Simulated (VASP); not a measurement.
Input of a VASP 6.6.1 run:

The input POSCAR:

```
TaN
1.0
    2.9557171400      0.0000000000      0.0000000000
   -1.4778585700      2.5597261300      0.0000000000
    0.0000000000      0.0000000000      2.9040055800
Ta N
1 1
Direct
    0.3333333300      0.6666666700      0.5000000000
    0.0000000000      0.0000000000      0.0000000000
```

INCAR.step1

```
SYSTEM = TaN
PREC = Accurate ; ENCUT = 520
ISMEAR = -1 ; SIGMA = 0.1
LREAL = .FALSE. ; LASPH = .TRUE.
NELM = 80 ; GGA = PE
ALGO = Normal ; EDIFF = 1E-4
LWAVE = .TRUE. ; LCHARG = .FALSE.
```

The input INCAR.step2:

```
SYSTEM = TaN
PREC = Accurate ; ENCUT = 520
EDIFF = 1E-7 ; ISMEAR = -1
SIGMA = 0.1 ; LREAL = .FALSE.
LASPH = .TRUE. ; NELM = 80
ALGO = Normal ; ISIF = 2
LWAVE = .FALSE. ; LCHARG = .FALSE.
METAGGA = R2SCAN ; LMIXTAU = .TRUE.
IBRION = 2 ; NSW = 50
EDIFFG = -0.01 ; ISTART = 1
```

File KPOINTS:

```
regular mesh
0
G
  13 13 12
  0 0 0
```

Potentials or basis: VASP PAW PBE potentials, release 64 (Ta_pv, N).

Launch:

```sh
$ cat potpaw_PBE.64/Ta_pv/POTCAR potpaw_PBE.64/N/POTCAR > POTCAR
$ cp INCAR.step1 INCAR
$ mpirun -np 1 vasp_std > vasp.out
$ cp INCAR.step2 INCAR
$ mpirun -np 1 vasp_std > vasp.out
```

Question: Predict the band gap on the k mesh.

Answer: Zero (bands 8 and 9 overlap by 0.36 eV).

Final structure:
```xyz
2
Lattice="2.9557 0.0000 0.0000 -1.4779 2.5597 0.0000 0.0000 0.0000 2.9040" Properties=species:S:1:pos:R:3 pbc="T T T"
Ta    0.0000    1.7065    1.4520
N     0.0000    0.0000    0.0000
```

Caveat: spin-orbit coupling is left out, which moves the levels of the heavy elements.
